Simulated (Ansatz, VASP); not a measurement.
One calculation of Fe, two programs

```
CELL_PARAMETERS angstrom
-1.38144 1.38144 1.32388
1.38144 -1.38144 1.32388
1.38144 1.38144 -1.32388
ATOMIC_POSITIONS crystal
Fe 0.00000 0.00000 0.00000
```

Change from the starting cell: strain -0.040 along x and y, -0.080 along z, atoms carried along.

Alike in both runs: task single point; functional PBEsol; k mesh 24 × 24 × 24; occupations gaussian, width 0.15 eV; collinear spin.

```csv
,VASP,Ansatz
version,VASP 6.6.1,Ansatz 0.2.0
potentials or method,"VASP PAW PBE potentials, release 64 (Fe), cutoff 520 eV","scalar-relativistic, plane waves, PAW"
valence electrons in the cell,8,16
```

Ansatz gave:

* gap on the k mesh at the Fermi level (eV): none
* pressure (GPa): 18.4
* traceless stress, the component that is largest in VASP (GPa): 5.54
* net moment per atom (μB): 1.98
* size of the moment on the site where the two differ most (μB): 2.00

Q: What did VASP give for the same quantities?

A: gap on the k mesh at the Fermi level (eV): none; pressure (GPa): 18.2; traceless stress, the component that is largest in VASP (GPa): 5.55; net moment per atom (μB): 1.99; size of the moment on the site where the two differ most (μB): 1.97.

VASP's potentials were made for PBE, not for PBEsol. Site moments also hang on the region over which each program counts them. A gap of «none» marks a metal or a gap that the smearing closes. The functional is the same, so the differences come from potentials, cutoffs and numerics. VASP's potentials hold 8 valence electrons a cell and Ansatz's 16, so a difference there can come from the potentials and not from the codes.
